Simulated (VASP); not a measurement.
Fe, 2 atoms in the cell. Symmetry: Fd-3m, No. 227, cubic system. The conventional cell has a = 4.747 Å, b = 4.747 Å, c = 4.747 Å, α = 90.00°, β = 90.00°, γ = 90.00°. Within 2.7 Å of Fe (site symmetry -43m) lie 4 Fe at 2.06 Å.  This cell differs from its parent crystal: volume scaled by 0.96.

| Property | Result |
| --- | --- |
| Program | VASP 6.6.1 |
| Task | single point |
| Functional | r2SCAN |
| Potentials or basis | VASP PAW PBE potentials, release 64 (Fe) |
| Cutoff | 520 eV |
| k mesh | 13 × 13 × 13 |
| Occupations | fermi-dirac, width 0.1 eV |
| Spin | no spin polarisation |
| Dipole correction | no |
| Further INCAR settings | ALGO = Normal; EDIFF = 1e-06; NBANDS = 15 |

Potentials or basis: VASP PAW PBE potentials, release 64 (Fe).

The run is started by

```console
$ cat potpaw_PBE.64/Fe/POTCAR > POTCAR
$ cp INCAR.step1 INCAR
$ mpirun -np 1 vasp_std > vasp.out
$ cp INCAR.step2 INCAR
$ mpirun -np 1 vasp_std > vasp.out
```

Hardware: 1 thread of Intel(R) Xeon(R) 6975P-C (Granite Rapids), with other jobs on the host.

Problem. How long does it take, and how much memory?

Solution. Run time: 110 s on 1 thread of Intel(R) Xeon(R) 6975P-C (Granite Rapids), with other jobs on the host, peak memory 0.17 GiB. Counts: k points 84.
